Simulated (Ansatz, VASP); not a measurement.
## NiPt: VASP beside Ansatz

```
Ni Pt
1.0
     0.00000    2.70994    3.57832
     2.70994    0.00000    0.00000
     0.00000    2.70994   -3.57832
Ni Pt
2 2
Direct
  0.50000 0.50000 0.00000
  0.00000 0.50000 0.50000
  0.00000 0.00000 0.00000
  0.50000 0.00000 0.50000
```

Alike in both runs: task single point; functional LDA; k mesh 6 × 10 × 6; occupations fermi-dirac, width 0.1 eV; collinear spin.

```csv
,VASP,Ansatz
version,VASP 6.6.1,Ansatz 0.2.0
potentials or method,"VASP PAW LDA potentials, release 64 (Ni, Pt)","PAW with Ansatz's default frozen-core files, scalar-relativistic"
plane-wave cutoff (eV),520,420
valence electrons in the cell,40,72
```

Ansatz gave:

| Quantity | Value |
| --- | --- |
| pressure (GPa) | -12.1 |
| traceless stress, the component that is largest in VASP (GPa) | -0.62 |
| net moment per atom (μB) | 0.38 |
| size of the moment on the site where the two differ most (μB) | 0.54 |

Task: Which values does VASP return?

Result: Pressure (GPa): -12.1; traceless stress, the component that is largest in VASP (GPa): -0.54; net moment per atom (μB): 0.24; size of the moment on the site where the two differ most (μB): 0.33.

The net moments are unlike, so the other rows may belong to different states. LDA's correlation is that of Perdew and Zunger in VASP and of Perdew and Wang (1992) in Ansatz. Site moments also hang on the region over which each program counts them. VASP's potentials hold 40 valence electrons a cell and Ansatz's 72, so a difference there can come from the potentials and not from the codes.

Neither program's run includes spin-orbit coupling.
